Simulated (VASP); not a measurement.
Here is a VASP 6.6.1 calculation.

The input INCAR:

```
ALGO = Normal
EDIFF = 1E-6
ENCUT = 520
GGA = PE
ISIF = 2
ISMEAR = 0
LASPH = T
LCHARG = F
LREAL = F
LWAVE = F
NBANDS = 42
NELM = 60
PREC = Accurate
SIGMA = 0.2
```

KPOINTS

```
k-points
0
Gamma
  6 6 2
```

POSCAR

```
SiBi2Te5
1.0
    4.1867206688     -0.0006761817     -0.0091832765
   -2.0939392950      3.6267555507     -0.0006279833
   -0.0364960164     -0.0239384570     17.2833128374
Si Bi Te
1 2 5
Direct
    0.9988678438     -0.0014167692      0.4999998733
    0.3365460733      0.6689787574      0.1257499154
    0.6647591161      0.3327887816      0.8742453475
    0.3309273670      0.6645805850      0.4135234403
    0.6668078272      0.3326585811      0.5864902504
    0.6726417149      0.3370831541      0.2331540343
    0.3288279382      0.6645160852      0.7668341753
    0.0006221195      0.0008108249      1.0000029634
```

Potentials or basis: VASP PAW PBE potentials, release 64 (Si, Bi_d, Te).

Launch:

```console
$ cat potpaw_PBE.64/Si/POTCAR potpaw_PBE.64/Bi_d/POTCAR potpaw_PBE.64/Te/POTCAR > POTCAR
$ mpirun -np 1 vasp_std > vasp.out
```

(1) Estimate the band gap on the k mesh.

(2) Predict the pressure.

Results:

(1) zero (bands 32 and 33 overlap by 0.64 eV).

(2) 0.0 GPa.

Caveat: spin-orbit coupling is left out, which moves the levels of the heavy elements.
